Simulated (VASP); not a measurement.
# Ta3H in VASP: further runs

Ta3H is run at these levels: PBE; tasks: single point.

Everything below comes from runs of VASP 6.6.1. Logs are shortened: lines on timing, memory, paths and dates and some standing lists are left out, and cuts for length are marked.

### Step 1. The cell of the first run

The cell holds a slab with vacuum, 4 atoms: a = 2.874 Å, b = 2.874 Å, c = 21.527 Å, α = 90.00°, β = 90.00°, γ = 109.47°.

### Step 2. Single point, PBE, collinear spin

The input, INCAR:

```
  ALGO = Normal
  DIPOL = 0.5 0.5 0.334
  EDIFF = 1E-7
  ENCUT = 520
  GGA = PE
  IDIPOL = 3
  ISIF = 2
  ISMEAR = 0
  ISPIN = 2
  LASPH = True
  LCHARG = False
  LDIPOL = True
  LMAXMIX = 4
  LORBIT = 11
  LREAL = False
  LWAVE = False
  MAGMOM = 0 0 0 1
  NBANDS = 29
  NELM = 150
  PREC = Accurate
  SIGMA = 0.1
```

The input, KPOINTS:

```
k-points
0
Gamma
  10 10 1
```

The input, POSCAR:

```
Ta3H
1.0
    2.8743098520      0.0000000000      0.0000000000
   -0.9581032840      2.7099253168      0.0000000000
    0.0000000000      0.0000000000     21.5266897253
Ta H
3 1
Direct
    0.5000000000      0.5000000000      0.1858158431
    0.0000000000      0.0000000000      0.2909732295
    0.5000000000      0.5000000000      0.3960985100
    1.0000000000      1.0000000000      0.4625276739
```

Potentials or basis: VASP PAW PBE potentials, release 64 (Ta_pv, H).

Started as:

```bash
$ cat potpaw_PBE.64/Ta_pv/POTCAR potpaw_PBE.64/H/POTCAR > POTCAR
$ mpirun -np 1 vasp_std > vasp.out
```

OUTCAR:

```text
EDIFF = 1E-7
   ENCUT = 520
   GGA = PE
   ISIF = 2
   ISMEAR = 0
   ISPIN = 2
   LASPH = True
   LORBIT = 11
   LREAL = False
   NELM = 150
   PREC = Accurate

 ion  position               nearest neighbor table
   1  0.500  0.500  0.186-   2 2.81   2 2.81   2 3.26   2 3.26
   2  0.000  0.000  0.291-   3 2.81   3 2.81   1 2.81   1 2.81   3 3.26   3 3.26   1 3.26   1 3.26

   3  0.500  0.500  0.396-   4 2.19   4 2.19   2 2.81   2 2.81   2 3.26   2 3.26
   4  0.000  0.000  0.463-   3 2.19   3 2.19

  LATTYP: Found a base centered orthorhombic cell.
 ALAT       =     3.3189671336
 B/A-ratio  =     1.4142135624
 C/A-ratio  =     6.4859604988

  Lattice vectors:

 A1 = (   2.8743098520,   0.0000000000,   0.0000000000)
 A2 = (  -0.9581032840,   2.7099253168,   0.0000000000)
 A3 = (   0.0000000000,   0.0000000000,  21.5266897253)

Analysis of symmetry for initial positions (statically):
=====================================================================
 Subroutine PRICEL returns:
 Original cell was already a primitive cell.

 Routine SETGRP: Setting up the symmetry group for a
 base centered orthorhombic supercell.

 Subroutine GETGRP returns: Found  4 space group operations
 (whereof  4 operations were pure point group operations)
 out of a pool of  8 trial point group operations.

The static configuration has the point symmetry C_2v.

Analysis of symmetry for dynamics (positions and initial velocities):
=====================================================================
 Subroutine PRICEL returns:
 Original cell was already a primitive cell.

 Routine SETGRP: Setting up the symmetry group for a
 base centered orthorhombic supercell.

 Subroutine GETGRP returns: Found  4 space group operations
 (whereof  4 operations were pure point group operations)
 out of a pool of  8 trial point group operations.

The dynamic configuration has the point symmetry C_2v.

Analysis of structural, dynamic, and magnetic symmetry:
=====================================================================
 Subroutine PRICEL returns:
 Original cell was already a primitive cell.

 Routine SETGRP: Setting up the symmetry group for a
 base centered orthorhombic supercell.

 Subroutine GETGRP returns: Found  4 space group operations
 (whereof  4 operations were pure point group operations)
 out of a pool of  8 trial point group operations.

The overall configuration has the point symmetry C_2v.

 Subroutine INISYM returns: Found  4 space group operations
 (whereof  4 operations are pure point group operations),
 and found     1 'primitive' translations

----------------------------------------------------------------------------------------

                                     Primitive cell

  volume of cell :     167.6749

  direct lattice vectors                    reciprocal lattice vectors
     2.874309852  0.000000000  0.000000000     0.347909603  0.123004620  0.000000000
    -0.958103284  2.709925317  0.000000000     0.000000000  0.369013859  0.000000000
     0.000000000  0.000000000 21.526689725     0.000000000  0.000000000  0.046453961

  length of vectors
     2.874309852  2.874309852 21.526689725     0.369013859  0.369013859  0.046453961

  position of ions in fractional coordinates (direct lattice)
     0.500000000  0.500000000  0.185815843
     0.000000000  0.000000000  0.290973229
     0.500000000  0.500000000  0.396098510
     0.000000000  0.000000000  0.462527674

  ion indices of the primitive-cell ions
   primitive index   ion index
                 1           1
                 2           2
                 3           3
                 4           4

----------------------------------------------------------------------------------------

 KPOINTS: k-points

Automatic generation of k-mesh.
 Grid dimensions read from file:
 generate k-points for:   10   10    1

 Generating k-lattice:

  Cartesian coordinates                     Fractional coordinates (reciprocal lattice)
     0.034790960  0.012300462  0.000000000     0.100000000  0.000000000  0.000000000
     0.000000000  0.036901386  0.000000000     0.000000000  0.100000000  0.000000000
     0.000000000  0.000000000  0.046453961     0.000000000  0.000000000  1.000000000

  Length of vectors
     0.036901386  0.036901386  0.046453961

  Shift w.r.t. Gamma in fractional coordinates (k-lattice)
     0.000000000  0.000000000  0.000000000

 Subroutine IBZKPT returns following result:
 ===========================================

 Found     31 irreducible k-points:

 Following reciprocal coordinates:
            Coordinates               Weight
  0.000000  0.000000  0.000000      1.000000
  0.100000  0.000000  0.000000      4.000000
  0.200000  0.000000  0.000000      4.000000
  0.300000  0.000000  0.000000      4.000000
  0.400000  0.000000  0.000000      4.000000
  0.500000  0.000000  0.000000      2.000000
[... 16 lines left out ...]
  0.300000  0.300000  0.000000      2.000000
  0.400000  0.300000  0.000000      4.000000
 [... further k-points ...]
   k-points           NKPTS =     31   k-points in BZ     NKDIM =     31   number of bands    NBANDS=     29
   number of dos      NEDOS =    301   number of ions     NIONS =      4
   total plane-waves  NPLWV =  92160
   dimension x,y,z NGX =    24 NGY =   24 NGZ =  160
   dimension x,y,z NGXF=    48 NGYF=   48 NGZF=  320
   ions per type =               3   1
   NGX,Y,Z   is equivalent  to a cutoff of  13.88, 13.88, 12.36 a.u.
   NGXF,Y,Z  is equivalent  to a cutoff of  27.76, 27.76, 24.71 a.u.
 SYSTEM =  unknown system
   PREC   = accura    normal or accurate (medium, high low for compatibility)
   ISTART =      0    job   : 0-new  1-cont  2-samecut
   ICHARG =      2    charge: 1-file 2-atom 10-const
   ISPIN  =      2    spin polarized calculation?
   LNONCOLLINEAR =      F non collinear calculations
   LSORBIT =      F    spin-orbit coupling
   LASPH  =      T    aspherical Exc in radial PAW
   ENCUT  =  520.0 eV  38.22 Ry    6.18 a.u.   5.34  5.34 40.03*2*pi/ulx,y,z
   NELM   =    150;   NELMIN=  2; NELMDL= -5     # of ELM steps
   EDIFF  = 0.1E-06   stopping-criterion for ELM
   LREAL  =      F    real-space projection
   EDIFFG = 0.1E-05   stopping-criterion for IOM
   NSW    =      0    number of steps for IOM
   IBRION =     -1    ionic relax: 0-MD 1-quasi-New 2-CG
   NFREE  =      0    steps in history (QN), initial steepest desc. (CG)
   ISIF   =      2    stress and relaxation
   ISYM   =      2    0-nonsym 1-usesym 2-fastsym
   POTIM  = 0.5000    time-step for ionic-motion
   TEBEG  =    0.0;   TEEND  =   0.0 temperature during run
   PSTRESS=    0.0 pullay stress
   NELECT =      34.0000    total number of electrons
   NUPDOWN=      -1.0000    fix difference up-down
   EMIN   =  10.00;   EMAX   =-10.00  energy-range for DOS
   EFERMI =   0.00;   METHOD = LEGACY
   ISMEAR =     0;   SIGMA  =   0.10  broadening in eV -4-tet -1-fermi 0-gaus
   EFERMI_NEDOS =   21; number of points for ismear=-14 and -15
   IALGO  =     38    algorithm
   IMIX   =      4    mixing-type and parameters
     AMIX     =   0.40;   BMIX     =  1.00
     AMIX_MAG =   1.60;   BMIX_MAG =  1.00
  volume/ion in A,a.u.               =      41.92       282.88
  Fermi-wavevector in a.u.,A,eV,Ry     =   0.961786  1.817512 12.585827  0.925032
  Thomas-Fermi vector in A             =   2.091188
   LORBIT       =     11    0 simple, 1 ext, 2 COOP (PROOUT), +10 PAW based schemes
   GGA     = PE    functional components
   LHFCALC =     F    Hartree Fock is set to
   AEXX    =    0.0000 exact exchange contribution
   IVDW    =     0    specifies the selected vdW correction
   LEPSILON=     F    determine dielectric tensor
   LRPA    =     F    only Hartree local field effects (RPA)
 spin polarized calculation
 Gauss-broadening in eV      SIGMA  =   0.10
  energy-cutoff  :      520.00
  volume of cell :      167.67
 maximum number of plane-waves:      4567
 NGX is ok and might be reduce to    24
   NGX = 11   NGY = 11   NGZ = 81

 dipolmoment           0.000000      0.000000      0.131304 electrons x Angstroem

 number of electron      33.9999997 magnetization       0.0000051

 dipolmoment           0.000000      0.000000     -0.008286 electrons x Angstroem

 Free energy of the ion-electron system (eV)
  ---------------------------------------------------
  ext. energy  EPLUGINS =         0.00000000
  ---------------------------------------------------
  free energy    TOTEN  =       -37.04080702 eV

  energy without entropy =      -37.02648537  energy(sigma->0) =      -37.03364620

 E-fermi :  -1.0845     XC(G=0):  -5.1772

 val. band max:       -1.0885775688   @ k =   0.3000   0.3000   0.0000
 cond. band min:      -1.0523781604   @ k =  -0.3000   0.2000   0.0000
 fundamental gap:      0.0361994084
 Fermi energy:        -1.0844575977

 spin component 1

 k-point     1 :       0.0000    0.0000    0.0000
  band No.  band energies     occupation
      1     -35.6845      1.00000
      2     -35.3055      1.00000
      3     -35.0228      1.00000
      4     -34.8010      1.00000
      5     -34.7332      1.00000
      6     -34.5419      1.00000
[... 21 lines left out ...]
     28       3.3217      0.00000
     29       3.5186      0.00000

 k-point     2 :       0.1000    0.0000    0.0000
  band No.  band energies     occupation
      1     -35.6650      1.00000
      2     -35.3085      1.00000
      3     -35.0662      1.00000
      4     -34.8410      1.00000
      5     -34.7946      1.00000
      6     -34.5614      1.00000
[... 21 lines left out ...]
     28       3.4311      0.00000
     29       3.7754      0.00000

 k-point     3 :       0.2000    0.0000    0.0000
  band No.  band energies     occupation
      1     -35.6174      1.00000
      2     -35.3422      1.00000
      3     -35.2014      1.00000
      4     -34.9688      1.00000
      5     -34.8918      1.00000
      6     -34.6366      1.00000
[... 638 lines left out ...]
      5     -35.1651      1.00000
      6     -35.1524      1.00000
[... 21 lines left out ...]
     28       6.6986      0.00000
     29       7.2799      0.00000

 k-point    24 :       0.4000    0.3000    0.0000
  band No.  band energies     occupation
      1     -35.6161      1.00000
      2     -35.4832      1.00000
      3     -35.4352      1.00000
      4     -35.3250      1.00000
      5     -35.1674      1.00000
      6     -35.1352      1.00000
[... 21 lines left out ...]
     28       7.4942      0.00000
     29       7.7726      0.00000

 [... further k-points ...]

 spin component 2

 k-point     1 :       0.0000    0.0000    0.0000
  band No.  band energies     occupation
      1     -35.6845      1.00000
      2     -35.3055      1.00000
      3     -35.0228      1.00000
      4     -34.8010      1.00000
      5     -34.7332      1.00000
      6     -34.5419      1.00000
[... 21 lines left out ...]
     28       3.3217      0.00000
     29       3.5244      0.00000

 k-point     2 :       0.1000    0.0000    0.0000
  band No.  band energies     occupation
      1     -35.6650      1.00000
      2     -35.3085      1.00000
      3     -35.0662      1.00000
      4     -34.8410      1.00000
      5     -34.7946      1.00000
      6     -34.5614      1.00000
[... 21 lines left out ...]
     28       3.4355      0.00000
     29       3.7804      0.00000

 k-point     3 :       0.2000    0.0000    0.0000
  band No.  band energies     occupation
      1     -35.6174      1.00000
      2     -35.3422      1.00000
      3     -35.2014      1.00000
      4     -34.9688      1.00000
      5     -34.8918      1.00000
      6     -34.6366      1.00000
[... 638 lines left out ...]
      5     -35.1651      1.00000
      6     -35.1524      1.00000
[... 21 lines left out ...]
     28       6.6987      0.00000
     29       7.2803      0.00000

 k-point    24 :       0.4000    0.3000    0.0000
  band No.  band energies     occupation
      1     -35.6161      1.00000
      2     -35.4832      1.00000
      3     -35.4352      1.00000
      4     -35.3250      1.00000
      5     -35.1674      1.00000
      6     -35.1352      1.00000
[... 21 lines left out ...]
     28       7.4942      0.00000
     29       7.7727      0.00000

 [... further k-points ...]

------------------------ aborting loop because EDIFF is reached ----------------------------------------

 vacuum level on the upper side and lower side of the slab       (xc-potential included)        -0.096         0.060

  FORCE on cell =-STRESS in cart. coord.  units (eV):
  Direction    XX          YY          ZZ          XY          YZ          ZX
  --------------------------------------------------------------------------------------
  -------------------------------------------------------------------------------------
  Total       -3.0177594     -3.3431482     -0.7632010     -0.4601692      0.0000000      0.0000000
  in kB      -28.8354702    -31.9446439     -7.2925821     -4.3970356      0.0000000      0.0000000
  external PRESSURE =     -22.6908987 kB  Pullay stress =       0.0000000 kB

 VOLUME and BASIS-vectors are now :
 -----------------------------------------------------------------------------
  energy-cutoff  :      520.00
  volume of cell :      167.67
      direct lattice vectors                 reciprocal lattice vectors
     2.874309852  0.000000000  0.000000000     0.347909603  0.123004620  0.000000000
    -0.958103284  2.709925317  0.000000000     0.000000000  0.369013859  0.000000000
     0.000000000  0.000000000 21.526689725     0.000000000  0.000000000  0.046453961

 POSITION                                       TOTAL-FORCE (eV/Angst)
 -----------------------------------------------------------------------------------
      0.95810      1.35496      4.00000        -0.000000      0.000000      0.084776
      0.00000      0.00000      6.26369         0.000000      0.000000     -0.500076
      0.95810      1.35496      8.52669         0.000000      0.000000      1.451711
      0.00000      0.00000      9.95669        -0.000000      0.000000     -1.036411
 -----------------------------------------------------------------------------------
    total drift:                               -0.000000     -0.000000      0.000046

  FREE ENERGIE OF THE ION-ELECTRON SYSTEM (eV)
  ---------------------------------------------------
  free  energy   TOTEN  =       -37.0408070214 eV

  energy  without entropy=      -37.0264853732  energy(sigma->0) =      -37.03364620

 vacuum level on the upper side and lower side of the slab         3.454         3.608

 total charge

# of ion       s       p       d       tot
------------------------------------------
    1        0.376   6.092   2.381   8.849
    2        0.373   6.190   2.383   8.946
    3        0.345   6.135   2.353   8.833
    4        0.476   0.006   0.000   0.482
--------------------------------------------------
tot          1.570  18.424   7.117  27.110

 magnetization (x)

# of ion       s       p       d       tot
------------------------------------------
    1        0.000   0.000   0.000   0.000
    2       -0.000  -0.000  -0.000  -0.000
    3       -0.000   0.000   0.000   0.000
    4        0.000  -0.000   0.000   0.000
--------------------------------------------------
tot          0.000   0.000   0.000   0.000
```

Run time: 17 min. Hardware: 1 thread of Intel Xeon 8259CL, shared host; peak memory 0.5 GiB.

Results:

```
Free energy                                           : -37.0408 eV
Largest force                                         : 1.452 eV/Å
Band gap on the k mesh                                : zero (filled and empty bands overlap)
Net moment                                            : 0.00 μB per cell
Valence electrons inside the program's atomic spheres : Ta 8.85, 8.95, 8.83; H 0.48
```

Forces in eV/Å, atoms in the order of the input:
```
Ta   0.000  0.000  0.085
Ta   0.000  0.000 -0.500
Ta   0.000  0.000  1.452
H    0.000  0.000 -1.036
```

Caveat: spin-orbit coupling is left out, which moves the levels of the heavy elements.

### Step 3. Single point, PBE, collinear spin

The input, INCAR:

```
SYSTEM = Ta3H
PREC = Accurate ; ENCUT = 520
EDIFF = 1E-7 ; ISMEAR = 0
SIGMA = 0.1 ; LREAL = .FALSE.
LASPH = .TRUE. ; NELM = 150
ALGO = Normal ; ISIF = 2
LWAVE = .FALSE. ; LCHARG = .FALSE.
ISPIN = 2 ; MAGMOM = 0 0 0 1
LORBIT = 11 ; LMAXMIX = 4
LDIPOL = .TRUE. ; IDIPOL = 3
DIPOL = 0.5 0.5 0.342 ; GGA = PE
NBANDS = 29
```

The input, KPOINTS:

```
Automatic mesh
0
G
  10 10 1
  0 0 0
```

Changes to POSCAR since step 2:

```diff
@@ -11,2 +11,2 @@
     0.5000000000      0.5000000000      0.3960985100
-    1.0000000000      1.0000000000      0.4625276739
+    1.0000000000      1.0000000000      0.4969036049
```

Potentials or basis: VASP PAW PBE potentials, release 64 (Ta_pv, H).

Started as:

```bash
$ cat potpaw_PBE.64/Ta_pv/POTCAR potpaw_PBE.64/H/POTCAR > POTCAR
$ mpirun -np 1 vasp_std > vasp.out
```

It took 14 min on 1 thread of Intel Xeon 8259CL, shared host; peak memory 0.5 GiB.

The run converged. Its results:

* Free energy: -35.7942 eV
* Largest force: 2.237 eV/Å
* Band gap on the k mesh: zero (filled and empty bands overlap)
* Net moment: 0.00 μB per cell
* Valence electrons inside the program's atomic spheres: Ta 8.85, 8.95, 8.79; H 0.39

Forces on the atoms (eV/Å):
```
Ta   0.000  0.000  0.065
Ta   0.000  0.000 -0.321
Ta   0.000  0.000  2.237
H    0.000  0.000 -1.981
```

Levels at points of the mesh, in eV from the Fermi level:
Spin up:
```tsv
k point	band 14	band 15	band 16	band 17	band 18	band 19	band 20	band 21
(0.00, 0.00, 0.00)	-1.57	-0.83	-0.33	0.30	0.58	0.86	1.00	3.04
(0.50, 0.00, 0.00)	-1.49	-1.41	-0.65	-0.28	1.13	2.49	2.79	3.38
(0.50, 0.50, 0.00)	-1.70	-1.15	-0.02	1.12	1.14	2.10	2.46	2.94
```
Spin down:
```csv
k point,band 14,band 15,band 16,band 17,band 18,band 19,band 20,band 21
"(0.00, 0.00, 0.00)",-1.57,-0.83,-0.33,0.30,0.58,0.86,1.00,3.04
"(0.50, 0.00, 0.00)",-1.49,-1.41,-0.65,-0.28,1.13,2.49,2.79,3.38
"(0.50, 0.50, 0.00)",-1.70,-1.15,-0.02,1.12,1.14,2.10,2.46,2.94
```

Caveat: spin-orbit coupling is left out, which moves the levels of the heavy elements.

The gap in the log of VASP goes by the Fermi energy; the results here count the filled bands.